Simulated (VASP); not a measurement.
# KRu2 (P-3m1) in VASP: further runs

The runs below take KRu2 through single point, with PBE.

Program: VASP 6.6.1. These are calculated values, not measurements. Logs are shortened: lines on timing, memory, paths and dates and some standing lists are left out, and cuts for length are marked.

### 1 The cell of the first run

The structure is trigonal, space group P-3m1 (No. 164). Conventional cell: a = 3.747 Å, b = 3.747 Å, c = 6.479 Å, α = 90.00°, β = 90.00°, γ = 120.00°. Within 4.6 Å of K (site symmetry -3m) lie 12 Ru at 3.53 to 4.28 Å and 6 K at 3.75 Å. Ru (site symmetry 3m) has 3 Ru at 2.34 Å within 3.1 Å.

### 2 Single point, PBE

Input file INCAR:

```
SYSTEM = KRu2
ALGO = Normal ; EDIFF = 1E-6
ENCUT = 520 ; GGA = PE
ISIF = 2 ; ISMEAR = 0
LASPH = .TRUE. ; LCHARG = .FALSE.
LREAL = .FALSE. ; LWAVE = .FALSE.
NBANDS = 26 ; NELM = 100
PREC = Accurate ; SIGMA = 0.1
```

Input file KPOINTS:

```
k-points
0
G
  15 15 8
  0 0 0
```

Input file POSCAR:

```
KRu2
1.0
    3.7471704962      0.0000000000      0.0000000000
   -1.8735852481      3.2451448420      0.0000000000
    0.0000000000      0.0000000000      6.4789156935
K Ru
1 2
Direct
    0.0000000000      0.0000000000      0.0000000000
    0.6666666667      0.3333333333      0.5694208369
    0.3333333333      0.6666666667      0.4305791631
```

Potentials or basis: VASP PAW PBE potentials, release 64 (K_sv, Ru_pv).

The run is started by

```
$ cat potpaw_PBE.64/K_sv/POTCAR potpaw_PBE.64/Ru_pv/POTCAR > POTCAR
$ mpirun -np 1 vasp_std > vasp.out
```

OUTCAR:

```text
SYSTEM = KRu2
   EDIFF = 1E-6
   ENCUT = 520
   GGA = PE
   ISIF = 2
   ISMEAR = 0
   LASPH = .TRUE.
   LREAL = .FALSE.
   NELM = 100
   PREC = Accurate

 ion  position               nearest neighbor table
   1  0.000  0.000  0.000-   2 3.53   3 3.53   3 3.53   2 3.53   2 3.53   3 3.53
   2  0.667  0.333  0.569-   3 2.34   3 2.34   3 2.34   1 3.53   1 3.53   1 3.53
   3  0.333  0.667  0.431-   2 2.34   2 2.34   2 2.34   1 3.53   1 3.53   1 3.53

  LATTYP: Found a hexagonal cell.
 ALAT       =     3.7471704962
 C/A-ratio  =     1.7290154531

  Lattice vectors:

 A1 = (   3.7471704962,   0.0000000000,   0.0000000000)
 A2 = (  -1.8735852481,   3.2451448420,   0.0000000000)
 A3 = (   0.0000000000,   0.0000000000,   6.4789156935)

Analysis of symmetry for initial positions (statically):
=====================================================================
 Subroutine PRICEL returns:
 Original cell was already a primitive cell.

 Routine SETGRP: Setting up the symmetry group for a
 hexagonal supercell.

 Subroutine GETGRP returns: Found 12 space group operations
 (whereof 12 operations were pure point group operations)
 out of a pool of 24 trial point group operations.

The static configuration has the point symmetry D_3d.

Analysis of symmetry for dynamics (positions and initial velocities):
=====================================================================
 Subroutine PRICEL returns:
 Original cell was already a primitive cell.

 Routine SETGRP: Setting up the symmetry group for a
 hexagonal supercell.

 Subroutine GETGRP returns: Found 12 space group operations
 (whereof 12 operations were pure point group operations)
 out of a pool of 24 trial point group operations.

The dynamic configuration has the point symmetry D_3d.

 Subroutine INISYM returns: Found 12 space group operations
 (whereof 12 operations are pure point group operations),
 and found     1 'primitive' translations

----------------------------------------------------------------------------------------

                                     Primitive cell

  volume of cell :      78.7843

  direct lattice vectors                    reciprocal lattice vectors
     3.747170496  0.000000000  0.000000000     0.266868028  0.154076328  0.000000000
    -1.873585248  3.245144842  0.000000000     0.000000000  0.308152655  0.000000000
     0.000000000  0.000000000  6.478915694     0.000000000  0.000000000  0.154346815

  length of vectors
     3.747170496  3.747170496  6.478915694     0.308152655  0.308152655  0.154346815

  position of ions in fractional coordinates (direct lattice)
     0.000000000  0.000000000  0.000000000
     0.666666667  0.333333333  0.569420837
     0.333333333  0.666666667  0.430579163

  ion indices of the primitive-cell ions
   primitive index   ion index
                 1           1
                 2           2
                 3           3

----------------------------------------------------------------------------------------

 KPOINTS: k-points

Automatic generation of k-mesh.
 Grid dimensions read from file:
 generate k-points for:   15   15    8

 Generating k-lattice:

  Cartesian coordinates                     Fractional coordinates (reciprocal lattice)
     0.017791202  0.010271755  0.000000000     0.066666667 -0.000000000  0.000000000
     0.000000000  0.020543510  0.000000000     0.000000000  0.066666667  0.000000000
     0.000000000  0.000000000  0.019293352     0.000000000  0.000000000  0.125000000

  Length of vectors
     0.020543510  0.020543510  0.019293352

  Shift w.r.t. Gamma in fractional coordinates (k-lattice)
     0.000000000  0.000000000  0.000000000

 Subroutine IBZKPT returns following result:
 ===========================================

 Found    192 irreducible k-points:

 Following reciprocal coordinates:
            Coordinates               Weight
  0.000000  0.000000  0.000000      1.000000
  0.066667  0.000000  0.000000      6.000000
  0.133333  0.000000  0.000000      6.000000
  0.200000  0.000000  0.000000      6.000000
  0.266667  0.000000  0.000000      6.000000
  0.333333  0.000000  0.000000      6.000000
[... 16 lines left out ...]
  0.333333  0.200000  0.000000     12.000000
  0.400000  0.200000  0.000000      6.000000
 [... further k-points ...]
   k-points           NKPTS =    192   k-points in BZ     NKDIM =    192   number of bands    NBANDS=     26
   number of dos      NEDOS =    301   number of ions     NIONS =      3
   total plane-waves  NPLWV =  37632
   dimension x,y,z NGX =    28 NGY =   28 NGZ =   48
   dimension x,y,z NGXF=    56 NGYF=   56 NGZF=   96
   ions per type =               1   2
   NGX,Y,Z   is equivalent  to a cutoff of  12.42, 12.42, 12.32 a.u.
   NGXF,Y,Z  is equivalent  to a cutoff of  24.84, 24.84, 24.63 a.u.
 SYSTEM =  KRu2
   PREC   = accura    normal or accurate (medium, high low for compatibility)
   ISTART =      0    job   : 0-new  1-cont  2-samecut
   ICHARG =      2    charge: 1-file 2-atom 10-const
   ISPIN  =      1    spin polarized calculation?
   LNONCOLLINEAR =      F non collinear calculations
   LSORBIT =      F    spin-orbit coupling
   LASPH  =      T    aspherical Exc in radial PAW
   ENCUT  =  520.0 eV  38.22 Ry    6.18 a.u.   6.97  6.97 12.05*2*pi/ulx,y,z
   NELM   =    100;   NELMIN=  2; NELMDL= -5     # of ELM steps
   EDIFF  = 0.1E-05   stopping-criterion for ELM
   LREAL  =      F    real-space projection
   EDIFFG = 0.1E-04   stopping-criterion for IOM
   NSW    =      0    number of steps for IOM
   IBRION =     -1    ionic relax: 0-MD 1-quasi-New 2-CG
   NFREE  =      0    steps in history (QN), initial steepest desc. (CG)
   ISIF   =      2    stress and relaxation
   ISYM   =      2    0-nonsym 1-usesym 2-fastsym
   POTIM  = 0.5000    time-step for ionic-motion
   TEBEG  =    0.0;   TEEND  =   0.0 temperature during run
   PSTRESS=    0.0 pullay stress
   NELECT =      37.0000    total number of electrons
   NUPDOWN=      -1.0000    fix difference up-down
   EMIN   =  10.00;   EMAX   =-10.00  energy-range for DOS
[... 5 lines left out ...]
     AMIX     =   0.40;   BMIX     =  1.00
     AMIX_MAG =   1.60;   BMIX_MAG =  1.00
  volume/ion in A,a.u.               =      26.26       177.22
  Fermi-wavevector in a.u.,A,eV,Ry     =   1.272513  2.404700 22.031758  1.619289
  Thomas-Fermi vector in A             =   2.405387
   LORBIT       =      0    0 simple, 1 ext, 2 COOP (PROOUT), +10 PAW based schemes
   GGA     = PE    functional components
   LHFCALC =     F    Hartree Fock is set to
[... 5 lines left out ...]
 Gauss-broadening in eV      SIGMA  =   0.10
  energy-cutoff  :      520.00
  volume of cell :       78.78
 maximum number of plane-waves:      2144
   NGX = 13   NGY = 13   NGZ = 25

 number of electron      36.9999998 magnetization

 Free energy of the ion-electron system (eV)
  ---------------------------------------------------
  ext. energy  EPLUGINS =         0.00000000
  ---------------------------------------------------
  free energy    TOTEN  =       -16.36654072 eV

  energy without entropy =      -16.33217522  energy(sigma->0) =      -16.34935797

 E-fermi :   4.1352     XC(G=0):  -9.4809

 val. band max:        4.1318652287   @ k =   0.2667   0.0667   0.1250
 cond. band min:       4.1353647521   @ k =   0.2000   0.1333   0.3750
 fundamental gap:      0.0034995234
 Fermi energy:         4.1351644529

 k-point     1 :       0.0000    0.0000    0.0000
  band No.  band energies     occupation
      1     -39.0889      2.00000
      2     -39.0889      2.00000
      3     -38.3354      2.00000
      4     -38.2091      2.00000
      5     -38.1078      2.00000
      6     -38.1078      2.00000
[... 18 lines left out ...]
     25      10.1324      0.00000
     26      11.1275      0.00000

 k-point     2 :       0.0667    0.0000    0.0000
  band No.  band energies     occupation
      1     -39.0939      2.00000
      2     -39.0882      2.00000
      3     -38.3574      2.00000
      4     -38.2037      2.00000
      5     -38.1026      2.00000
      6     -38.0921      2.00000
[... 18 lines left out ...]
     25      10.2000      0.00000
     26      11.1440      0.00000

 k-point     3 :       0.1333    0.0000    0.0000
  band No.  band energies     occupation
      1     -39.1078      2.00000
      2     -39.0857      2.00000
      3     -38.4098      2.00000
      4     -38.1886      2.00000
      5     -38.0883      2.00000
      6     -38.0583      2.00000
[... 18 lines left out ...]
     25      10.3961      0.00000
     26      11.1613      0.00000

 k-point     4 :       0.2000    0.0000    0.0000
  band No.  band energies     occupation
      1     -39.1277      2.00000
      2     -39.0807      2.00000
      3     -38.4743      2.00000
      4     -38.1663      2.00000
      5     -38.0680      2.00000
      6     -38.0225      2.00000
[... 18 lines left out ...]
     25      10.6948      0.00000
     26      11.0124      0.00000

 k-point     5 :       0.2667    0.0000    0.0000
  band No.  band energies     occupation
      1     -39.1496      2.00000
      2     -39.0725      2.00000
      3     -38.5404      2.00000
      4     -38.1407      2.00000
      5     -38.0456      2.00000
      6     -37.9921      2.00000
[... 18 lines left out ...]
     25      10.5323      0.00000
     26      11.0203      0.00000

 k-point     6 :       0.3333    0.0000    0.0000
  band No.  band energies     occupation
      1     -39.1698      2.00000
      2     -39.0614      2.00000
      3     -38.6004      2.00000
      4     -38.1159      2.00000
      5     -38.0249      2.00000
      6     -37.9694      2.00000
[... 427 lines left out ...]
 k-point    21 :       0.2000    0.2000    0.0000
  band No.  band energies     occupation
      1     -39.1949      2.00000
      2     -39.0278      2.00000
      3     -38.6284      2.00000
      4     -38.1082      2.00000
      5     -38.0003      2.00000
      6     -37.9824      2.00000
[... 18 lines left out ...]
     25       9.7013      0.00000
     26      10.5299      0.00000

 k-point    22 :       0.2667    0.2000    0.0000
  band No.  band energies     occupation
      1     -39.2173      2.00000
      2     -38.9964      2.00000
      3     -38.6864      2.00000
      4     -38.0837      2.00000
      5     -37.9859      2.00000
      6     -37.9732      2.00000
[... 18 lines left out ...]
     25       9.0069      0.00000
     26       9.9405      0.00000

 k-point    23 :       0.3333    0.2000    0.0000
  band No.  band energies     occupation
      1     -39.2322      2.00000
      2     -38.9665      2.00000
      3     -38.7335      2.00000
      4     -38.0630      2.00000
      5     -37.9883      2.00000
      6     -37.9599      2.00000
[... 18 lines left out ...]
     25       8.8365      0.00000
     26       9.4907      0.00000

 k-point    24 :       0.4000    0.2000    0.0000
  band No.  band energies     occupation
      1     -39.2374      2.00000
      2     -38.9526      2.00000
      3     -38.7533      2.00000
      4     -38.0540      2.00000
      5     -37.9913      2.00000
      6     -37.9549      2.00000
[... 18 lines left out ...]
     25       8.8895      0.00000
     26       9.2957      0.00000

 [... further k-points ...]
[... 5 lines left out ...]
  --------------------------------------------------------------------------------------
  -------------------------------------------------------------------------------------
  Total        0.0996863      0.0996863      0.0200100      0.0000000      0.0000000      0.0000000
  in kB        2.0272449      2.0272449      0.4069288      0.0000000      0.0000000      0.0000000
  external PRESSURE =       1.4871395 kB  Pullay stress =       0.0000000 kB

 VOLUME and BASIS-vectors are now :
 -----------------------------------------------------------------------------
  energy-cutoff  :      520.00
  volume of cell :       78.78
      direct lattice vectors                 reciprocal lattice vectors
     3.747170496  0.000000000  0.000000000     0.266868028  0.154076328  0.000000000
    -1.873585248  3.245144842  0.000000000     0.000000000  0.308152655  0.000000000
     0.000000000  0.000000000  6.478915694     0.000000000  0.000000000  0.154346815

 POSITION                                       TOTAL-FORCE (eV/Angst)
 -----------------------------------------------------------------------------------
      0.00000      0.00000      0.00000        -0.000000      0.000000      0.000000
      1.87359      1.08171      3.68923        -0.000000     -0.000000      0.050891
     -0.00000      2.16343      2.78969         0.000000      0.000000     -0.050891
 -----------------------------------------------------------------------------------
    total drift:                                0.000000     -0.000000     -0.000000

  FREE ENERGIE OF THE ION-ELECTRON SYSTEM (eV)
  ---------------------------------------------------
  free  energy   TOTEN  =       -16.3665407212 eV

  energy  without entropy=      -16.3321752151  energy(sigma->0) =      -16.34935797
```

It took 2.7 min on 1 thread of Intel Xeon Platinum 8488C (Sapphire Rapids), shared host; peak memory 0.44 GiB.

What came out:

```
Free energy   : -16.3665 eV
Pressure      : 0.1 GPa
Largest force : 0.051 eV/Å
```

Forces in eV/Å, atoms in the order of the input:
```
K    0.000  0.000  0.000
Ru   0.000  0.000  0.051
Ru   0.000  0.000 -0.051
```

Stress tensor (GPa, compression positive):
```
0.20 0.00 0.00
0.00 0.20 0.00
0.00 0.00 0.04
```

### 3 Single point, PBE

This run uses another cell than the first one, of 26.37 Å³/atom, 1.004 times its volume.

Input file INCAR:

```
PREC = Accurate
ENCUT = 600
EDIFF = 1E-6
ISMEAR = 0
SIGMA = 0.1
LREAL = F
LASPH = T
NELM = 120
ALGO = Normal
ISIF = 2
LWAVE = F
LCHARG = F
GGA = PE
NBANDS = 28
GGA_COMPAT = F
```

Input file KPOINTS:

```
Automatic mesh
0
Gamma
  6 6 4
```

Input file POSCAR:

```
KRu2
1.0
    3.7328348177      0.0000000000      0.0000000000
   -1.8664174088      3.2327297802      0.0000000000
    0.0000000000      0.0000000000      6.5550837259
K Ru
1 2
Direct
    0.0000000000      0.0000000000      0.0000000000
    0.6666666667      0.3333333333      0.5696791491
    0.3333333333      0.6666666667      0.4303208509
```

Potentials or basis: VASP PAW PBE potentials, release 64 (K_sv, Ru_sv).

The run is started by

```
$ cat potpaw_PBE.64/K_sv/POTCAR potpaw_PBE.64/Ru_sv/POTCAR > POTCAR
$ mpirun -np 1 vasp_std > vasp.out
```

Wall time 62 s (1 thread of Intel Xeon Platinum 8259CL at 2.50GHz (Skylake/Cascade Lake), shared host); peak memory 0.23 GiB.

It converged, with:

- Free energy: -16.4790 eV
- Pressure: -0.1 GPa
- Largest force: 0.012 eV/Å

Forces in eV/Å, atoms in the order of the input:
```
K    0.000  0.000  0.000
Ru   0.000  0.000 -0.012
Ru   0.000  0.000  0.012
```

Stress tensor (GPa, compression positive):
```
-0.13  0.00  0.00
 0.00 -0.13  0.00
 0.00  0.00 -0.04
```

Levels at points of the mesh, in eV from the Fermi level:
```
           k point  band 19  band 20  band 21  band 22  band 23  band 24
(0.00, 0.00, 0.00)    -1.89     0.41     0.74     0.74     1.07     1.07
(0.50, 0.00, 0.00)    -0.85    -0.73     0.19     0.51     1.35     2.25
(0.00, 0.00, 0.50)    -1.61    -1.19     0.70     0.70     1.10     1.10
(0.50, 0.00, 0.50)    -0.74    -0.60    -0.16     0.82     1.39     2.10
```
